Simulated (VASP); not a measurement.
# Mg in VASP: notebook

Aim: see how the results for Mg move with the level of theory and the settings. Levels: PBEsol, LDA, PBEsol+D3(BJ), PBE. Tasks: single point.

All numbers are computed with VASP 6.6.1; they aren't measurements. Logs are shortened: lines on timing, memory, paths and dates and some standing lists are left out, and cuts for length are marked.

### Step 1. The cell of the first run

The structure is cubic, space group Fm-3m (No. 225). Conventional cell: a = 4.489 Å, b = 4.489 Å, c = 4.489 Å, α = 90.00°, β = 90.00°, γ = 90.00°. Mg (site symmetry m-3m) has 12 Mg at 3.17 Å within 4.2 Å.

### Step 2. Single point, PBEsol

INCAR reads:

```
  ALGO = Normal
  EDIFF = 1E-6
  ENCUT = 520
  GGA = PS
  ISIF = 2
  ISMEAR = 0
  LASPH = True
  LCHARG = False
  LREAL = False
  LWAVE = False
  NBANDS = 7
  NELM = 60
  PREC = Accurate
  SIGMA = 0.05
```

KPOINTS reads:

```
k-points
0
Gamma
  10 10 10
```

POSCAR reads:

```
Mg
1.0
    0.0000000000      2.2442560000      2.2442560000
    2.2442560000      0.0000000000      2.2442560000
    2.2442560000      2.2442560000      0.0000000000
Mg
1
Direct
    0.0000000000      0.0000000000      0.0000000000
```

Potentials or basis: VASP PAW PBE potentials, release 64 (Mg).

The run is started by

```
cat potpaw_PBE.64/Mg/POTCAR > POTCAR
mpirun -np 1 vasp_std > vasp.out
```

OUTCAR:

```text
EDIFF = 1E-6
   ENCUT = 520
   GGA = PS
   ISIF = 2
   ISMEAR = 0
   LASPH = True
   LREAL = False
   NELM = 60
   PREC = Accurate

 ion  position               nearest neighbor table
   1  0.000  0.000  0.000-

  LATTYP: Found a face centered cubic cell.
 ALAT       =     4.4885120000

  Lattice vectors:

 A1 = (   0.0000000000,   2.2442560000,   2.2442560000)
 A2 = (   2.2442560000,   0.0000000000,   2.2442560000)
 A3 = (   2.2442560000,   2.2442560000,   0.0000000000)

Analysis of symmetry for initial positions (statically):
=====================================================================
 Subroutine PRICEL returns:
 Original cell was already a primitive cell.

 Routine SETGRP: Setting up the symmetry group for a
 face centered cubic supercell.

 Subroutine GETGRP returns: Found 48 space group operations
 (whereof 48 operations were pure point group operations)
 out of a pool of 48 trial point group operations.

The static configuration has the point symmetry O_h .

Analysis of symmetry for dynamics (positions and initial velocities):
=====================================================================
 Subroutine PRICEL returns:
 Original cell was already a primitive cell.

 Routine SETGRP: Setting up the symmetry group for a
 face centered cubic supercell.

 Subroutine GETGRP returns: Found 48 space group operations
 (whereof 48 operations were pure point group operations)
 out of a pool of 48 trial point group operations.

The dynamic configuration has the point symmetry O_h .

 Subroutine INISYM returns: Found 48 space group operations
 (whereof 48 operations are pure point group operations),
 and found     1 'primitive' translations

----------------------------------------------------------------------------------------

                                     Primitive cell

  volume of cell :      22.6072

  direct lattice vectors                    reciprocal lattice vectors
     0.000000000  2.244256000  2.244256000    -0.222790983  0.222790983  0.222790983
     2.244256000  0.000000000  2.244256000     0.222790983 -0.222790983  0.222790983
     2.244256000  2.244256000  0.000000000     0.222790983  0.222790983 -0.222790983

  length of vectors
     3.173857273  3.173857273  3.173857273     0.385885302  0.385885302  0.385885302

  position of ions in fractional coordinates (direct lattice)
     0.000000000  0.000000000  0.000000000

  ion indices of the primitive-cell ions
   primitive index   ion index
                 1           1

----------------------------------------------------------------------------------------

 KPOINTS: k-points

Automatic generation of k-mesh.
 Grid dimensions read from file:
 generate k-points for:   10   10   10

 Generating k-lattice:

  Cartesian coordinates                     Fractional coordinates (reciprocal lattice)
    -0.022279098  0.022279098  0.022279098     0.100000000  0.000000000  0.000000000
     0.022279098 -0.022279098  0.022279098     0.000000000  0.100000000  0.000000000
     0.022279098  0.022279098 -0.022279098     0.000000000  0.000000000  0.100000000

  Length of vectors
     0.038588530  0.038588530  0.038588530

  Shift w.r.t. Gamma in fractional coordinates (k-lattice)
     0.000000000  0.000000000  0.000000000

 Subroutine IBZKPT returns following result:
 ===========================================

 Found     47 irreducible k-points:

 Following reciprocal coordinates:
            Coordinates               Weight
  0.000000  0.000000  0.000000      1.000000
  0.100000  0.000000  0.000000      8.000000
  0.200000  0.000000  0.000000      8.000000
  0.300000  0.000000  0.000000      8.000000
  0.400000  0.000000  0.000000      8.000000
  0.500000  0.000000  0.000000      4.000000
[... 16 lines left out ...]
  0.300000  0.300000  0.000000      6.000000
  0.400000  0.300000  0.000000     24.000000
 [... further k-points ...]
   k-points           NKPTS =     47   k-points in BZ     NKDIM =     47   number of bands    NBANDS=      7
   number of dos      NEDOS =    301   number of ions     NIONS =      1
   total plane-waves  NPLWV =  13824
   dimension x,y,z NGX =    24 NGY =   24 NGZ =   24
   dimension x,y,z NGXF=    48 NGYF=   48 NGZF=   48
   ions per type =               1
   NGX,Y,Z   is equivalent  to a cutoff of  12.57, 12.57, 12.57 a.u.
   NGXF,Y,Z  is equivalent  to a cutoff of  25.14, 25.14, 25.14 a.u.
 SYSTEM =  unknown system
   PREC   = accura    normal or accurate (medium, high low for compatibility)
   ISTART =      0    job   : 0-new  1-cont  2-samecut
   ICHARG =      2    charge: 1-file 2-atom 10-const
   ISPIN  =      1    spin polarized calculation?
   LNONCOLLINEAR =      F non collinear calculations
   LSORBIT =      F    spin-orbit coupling
   LASPH  =      T    aspherical Exc in radial PAW
   ENCUT  =  520.0 eV  38.22 Ry    6.18 a.u.   5.90  5.90  5.90*2*pi/ulx,y,z
   NELM   =     60;   NELMIN=  2; NELMDL= -5     # of ELM steps
   EDIFF  = 0.1E-05   stopping-criterion for ELM
   LREAL  =      F    real-space projection
   EDIFFG = 0.1E-04   stopping-criterion for IOM
   NSW    =      0    number of steps for IOM
   IBRION =     -1    ionic relax: 0-MD 1-quasi-New 2-CG
   NFREE  =      0    steps in history (QN), initial steepest desc. (CG)
   ISIF   =      2    stress and relaxation
   ISYM   =      2    0-nonsym 1-usesym 2-fastsym
   POTIM  = 0.5000    time-step for ionic-motion
   TEBEG  =    0.0;   TEEND  =   0.0 temperature during run
   PSTRESS=    0.0 pullay stress
   NELECT =       2.0000    total number of electrons
   NUPDOWN=      -1.0000    fix difference up-down
   EMIN   =  10.00;   EMAX   =-10.00  energy-range for DOS
   EFERMI =   0.00;   METHOD = LEGACY
   ISMEAR =     0;   SIGMA  =   0.05  broadening in eV -4-tet -1-fermi 0-gaus
   EFERMI_NEDOS =   21; number of points for ismear=-14 and -15
   IALGO  =     38    algorithm
   IMIX   =      4    mixing-type and parameters
     AMIX     =   0.40;   BMIX     =  1.00
     AMIX_MAG =   1.60;   BMIX_MAG =  1.00
  volume/ion in A,a.u.               =      22.61       152.56
  Fermi-wavevector in a.u.,A,eV,Ry     =   0.729462  1.378483  7.239854  0.532114
  Thomas-Fermi vector in A             =   1.821189
   LORBIT       =      0    0 simple, 1 ext, 2 COOP (PROOUT), +10 PAW based schemes
   GGA     = PS    functional components
   LHFCALC =     F    Hartree Fock is set to
   AEXX    =    0.0000 exact exchange contribution
   IVDW    =     0    specifies the selected vdW correction
   LEPSILON=     F    determine dielectric tensor
   LRPA    =     F    only Hartree local field effects (RPA)
 non-spin polarized calculation
 Gauss-broadening in eV      SIGMA  =   0.05
  energy-cutoff  :      520.00
  volume of cell :       22.61
 maximum number of plane-waves:       620
   NGX = 11   NGY = 11   NGZ = 11

 number of electron       2.0000000 magnetization

 Free energy of the ion-electron system (eV)
  ---------------------------------------------------
  ext. energy  EPLUGINS =         0.00000000
  ---------------------------------------------------
  free energy    TOTEN  =        -1.71170466 eV

  energy without entropy =       -1.71128117  energy(sigma->0) =       -1.71149291

 E-fermi :   2.7251     XC(G=0):  -8.5827

 val. band max:        2.7034467359   @ k =  -0.4000   0.5000   0.1000
 cond. band min:       2.8235816388   @ k =  -0.3000   0.4000   0.1000
 fundamental gap:      0.1201349029
 Fermi energy:         2.7250589519

 k-point     1 :       0.0000    0.0000    0.0000
  band No.  band energies     occupation
      1      -4.3244      2.00000
      2      15.1002      0.00000
      3      15.1002      0.00000
      4      15.1002      0.00000
      5      17.1167      0.00000
      6      17.1167      0.00000
      7      17.1167      0.00000

 k-point     2 :       0.1000    0.0000    0.0000
  band No.  band energies     occupation
      1      -4.0999      2.00000
      2      12.4753      0.00000
      3      14.6759      0.00000
      4      14.6760      0.00000
      5      16.9837      0.00000
      6      17.9185      0.00000
      7      17.9185      0.00000

 k-point     3 :       0.2000    0.0000    0.0000
  band No.  band energies     occupation
      1      -3.4296      2.00000
      2       9.1996      0.00000
      3      14.1260      0.00000
      4      14.1260      0.00000
      5      16.5009      0.00000
      6      18.0458      0.00000
      7      18.0458      0.00000

 k-point     4 :       0.3000    0.0000    0.0000
  band No.  band energies     occupation
      1      -2.3230      2.00000
      2       6.1769      0.00000
      3      13.8404      0.00000
      4      13.8404      0.00000
      5      16.2016      0.00000
      6      16.5251      0.00000
      7      16.5251      0.00000

 k-point     5 :       0.4000    0.0000    0.0000
  band No.  band energies     occupation
      1      -0.7967      2.00000
      2       3.4915      0.00000
      3      13.8568      0.00000
      4      13.8568      0.00000
      5      15.4018      0.00000
      6      15.4018      0.00000
      7      16.1955      0.00000

 k-point     6 :       0.5000    0.0000    0.0000
  band No.  band energies     occupation
      1       0.9288      2.00000
      2       1.3787      2.00000
      3      13.9964      0.00000
      4      13.9964      0.00000
      5      14.8910      0.00000
      6      14.8910      0.00000
      7      16.2967      0.00000

 k-point     7 :       0.1000    0.1000    0.0000
  band No.  band energies     occupation
      1      -4.0252      2.00000
      2      13.3800      0.00000
      3      13.6051      0.00000
      4      13.6051      0.00000
      5      16.1967      0.00000
      6      18.0731      0.00000
      7      19.1070      0.00000

 k-point     8 :       0.2000    0.1000    0.0000
  band No.  band energies     occupation
      1      -3.5038      2.00000
      2      10.3871      0.00000
      3      12.8337      0.00000
      4      13.6865      0.00000
      5      15.8502      0.00000
      6      16.9051      0.00000
      7      19.0134      0.00000

 k-point     9 :       0.3000    0.1000    0.0000
  band No.  band energies     occupation
      1      -2.5432      2.00000
      2       7.3117      0.00000
      3      12.4136      0.00000
      4      13.2484      0.00000
      5      14.4963      0.00000
      6      18.5357      0.00000
      7      18.7321      0.00000

 k-point    10 :       0.4000    0.1000    0.0000
  band No.  band energies     occupation
      1      -1.1574      2.00000
      2       4.5249      0.00000
      3      12.3569      0.00000
      4      12.5357      0.00000
      5      13.8623      0.00000
      6      17.5470      0.00000
      7      18.6540      0.00000

 k-point    11 :       0.5000    0.1000    0.0000
  band No.  band energies     occupation
      1       0.6164      2.00000
      2       2.1098      2.00000
      3      11.7231      0.00000
      4      12.6697      0.00000
      5      14.0654      0.00000
      6      16.6101      0.00000
      7      18.4613      0.00000
[... 51 lines left out ...]
 k-point    17 :       0.3000    0.2000    0.0000
  band No.  band energies     occupation
      1      -2.3229      2.00000
      2       8.7530      0.00000
      3      11.3531      0.00000
      4      11.4561      0.00000
      5      12.4648      0.00000
      6      15.4954      0.00000
      7      21.3945      0.00000

 k-point    18 :       0.4000    0.2000    0.0000
  band No.  band energies     occupation
      1      -1.0851      2.00000
      2       5.9323      0.00000
      3      10.1120      0.00000
      4      11.1713      0.00000
      5      12.4010      0.00000
      6      17.4573      0.00000
      7      20.1219      0.00000

 k-point    19 :       0.5000    0.2000    0.0000
  band No.  band energies     occupation
      1       0.5562      2.00000
      2       3.4141      0.00000
      3       9.0405      0.00000
      4      11.3637      0.00000
      5      12.6335      0.00000
      6      19.0823      0.00000
      7      19.8751      0.00000

 k-point    20 :      -0.4000    0.2000    0.0000
  band No.  band energies     occupation
      1       1.1776      2.00000
      2       2.6606      1.93177
      3       8.3444      0.00000
      4      11.9338      0.00000
      5      13.2722      0.00000
      6      18.3706      0.00000
      7      20.3224      0.00000

 k-point    21 :      -0.3000    0.2000    0.0000
  band No.  band energies     occupation
      1      -0.5805      2.00000
      2       5.0066      0.00000
      3       8.0887      0.00000
      4      12.8864      0.00000
      5      14.3108      0.00000
      6      17.9620      0.00000
      7      19.8621      0.00000

 k-point    22 :      -0.2000    0.2000    0.0000
  band No.  band energies     occupation
      1      -1.9570      2.00000
      2       7.2950      0.00000
      3       8.6779      0.00000
      4      14.2225      0.00000
      5      15.7001      0.00000
      6      17.4206      0.00000
      7      18.8761      0.00000

 k-point    23 :       0.3000    0.3000    0.0000
  band No.  band energies     occupation
      1      -1.6654      2.00000
      2       9.5373      0.00000
      3       9.9526      0.00000
      4      10.6695      0.00000
      5      10.6695      0.00000
      6      13.7842      0.00000
      7      23.5037      0.00000

 k-point    24 :       0.4000    0.3000    0.0000
  band No.  band energies     occupation
      1      -0.5812      2.00000
      2       7.5061      0.00000
      3       8.0607      0.00000
      4      10.3610      0.00000
      5      11.1687      0.00000
      6      14.4631      0.00000
      7      22.9485      0.00000

 [... further k-points ...]
[... 5 lines left out ...]
  --------------------------------------------------------------------------------------
  -------------------------------------------------------------------------------------
  Total        0.0074688      0.0074688      0.0074688      0.0000000      0.0000000     -0.0000000
  in kB        0.5293169      0.5293169      0.5293169      0.0000000      0.0000000     -0.0000000
  external PRESSURE =       0.5293169 kB  Pullay stress =       0.0000000 kB

 VOLUME and BASIS-vectors are now :
 -----------------------------------------------------------------------------
  energy-cutoff  :      520.00
  volume of cell :       22.61
      direct lattice vectors                 reciprocal lattice vectors
     0.000000000  2.244256000  2.244256000    -0.222790983  0.222790983  0.222790983
     2.244256000  0.000000000  2.244256000     0.222790983 -0.222790983  0.222790983
     2.244256000  2.244256000  0.000000000     0.222790983  0.222790983 -0.222790983

 POSITION                                       TOTAL-FORCE (eV/Angst)
 -----------------------------------------------------------------------------------
      0.00000      0.00000      0.00000         0.000000      0.000000      0.000000
 -----------------------------------------------------------------------------------
    total drift:                                0.000000     -0.000000     -0.000000

  FREE ENERGIE OF THE ION-ELECTRON SYSTEM (eV)
  ---------------------------------------------------
  free  energy   TOTEN  =        -1.7117046574 eV

  energy  without entropy=       -1.7112811713  energy(sigma->0) =       -1.71149291
```

Wall time 2.4 s (1 thread of Intel Xeon 6975P-C (Granite Rapids), shared host); peak memory 0.13 GiB.

Results:

* Free energy: -1.7117 eV
* Pressure: 0.1 GPa
* Band gap on the k mesh: zero (band 1 reaches 3.51 eV, above the bottom of band 2 at 1.38 eV)

Levels at points of the mesh, in eV from the Fermi level:
```tsv
k point	band 1	band 2	band 3	band 4
(0.00, 0.00, 0.00)	-7.05	12.38	12.38	12.38
(0.50, 0.00, 0.00)	-1.80	-1.35	11.27	11.27
(0.50, 0.50, 0.00)	-0.29	0.74	6.06	6.95
```

Caveat: the PAW data sets were made with another functional, which shifts forces and pressure a little.

### Step 3. Single point, LDA

INCAR reads:

```
SYSTEM = Mg
  PREC = Accurate
  ENCUT = 520
  EDIFF = 1E-7
  ISMEAR = 0
  SIGMA = 0.05
  LREAL = .False.
  LASPH = .True.
  NELM = 100
  ALGO = Fast
  ISIF = 2
  LWAVE = .False.
  LCHARG = .False.
  GGA = CA
  NBANDS = 7
```

KPOINTS reads:

```
Automatic mesh
0
Gamma
  10 10 10
  0 0 0
```

POSCAR is that of step 2.

Potentials or basis: VASP PAW LDA potentials, release 64 (Mg).

The run is started by

```
cat potpaw_LDA.64/Mg/POTCAR > POTCAR
mpirun -np 1 vasp_std > vasp.out
```

It took 2.2 s on 1 thread of Intel Xeon 6975P-C (Granite Rapids), shared host; peak memory 0.12 GiB.

It converged, with:

```
Free energy            : -1.7923 eV
Pressure               : -1.7 GPa
Band gap on the k mesh : zero (band 1 reaches 3.39 eV, above the bottom of band 2 at 1.22 eV)
```

Levels at points of the mesh, in eV from the Fermi level:
```tsv
k point	band 1	band 2	band 3	band 4	band 5	band 6
(0.00, 0.00, 0.00)	-7.04	12.33	12.33	12.33	14.21	14.21
(0.50, 0.00, 0.00)	-1.76	-1.39	11.26	11.26	11.99	11.99
(0.50, 0.50, 0.00)	-0.28	0.73	6.08	6.89	6.89	9.72
```

### Step 4. Single point, PBEsol+D3(BJ)

INCAR reads:

```
SYSTEM = Mg
PREC = Accurate
ENCUT = 520
EDIFF = 1E-6
ISMEAR = -5
SIGMA = 0.05
LREAL = .False.
LASPH = .True.
NELM = 100
ALGO = Normal
ISIF = 2
LWAVE = .False.
LCHARG = .True.
GGA = PS
IVDW = 12
LELF = .True.
LVHAR = .True.
NBANDS = 7
```

KPOINTS reads:

```
regular mesh
0
Gamma
  10 10 10
  0 0 0
```

POSCAR is that of step 3.

Potentials or basis: VASP PAW PBE potentials, release 64 (Mg).

The run is started by

```
cat potpaw_PBE.64/Mg/POTCAR > POTCAR
mpirun -np 1 vasp_std > vasp.out
```

Run time: 4.5 s. Hardware: 1 thread of Intel Xeon Platinum 8488C (Sapphire Rapids), shared host; peak memory 0.14 GiB.

The run converged. Its results:

```
Free energy                : -1.9762 eV
Pressure                   : -2.2 GPa
Band gap on the k mesh     : zero (band 1 reaches 3.51 eV, above the bottom of band 2 at 1.38 eV)
Dispersion energy per atom : -0.266 eV
```

Levels at points of the mesh, in eV from the Fermi level:
```tsv
k point	band 1	band 2	band 3	band 4	band 5
(0.00, 0.00, 0.00)	-6.96	12.47	12.47	12.47	14.48
(0.50, 0.00, 0.00)	-1.70	-1.25	11.36	11.36	12.26
(0.50, 0.50, 0.00)	-0.20	0.83	6.15	7.05	7.05
```

Caveat: the PAW data sets were made with another functional, which shifts forces and pressure a little; pairwise dispersion overbinds metals, which lowers pressure and volume; tetrahedron occupations give inexact forces and stress in metals.

[end of part 1 of 2]
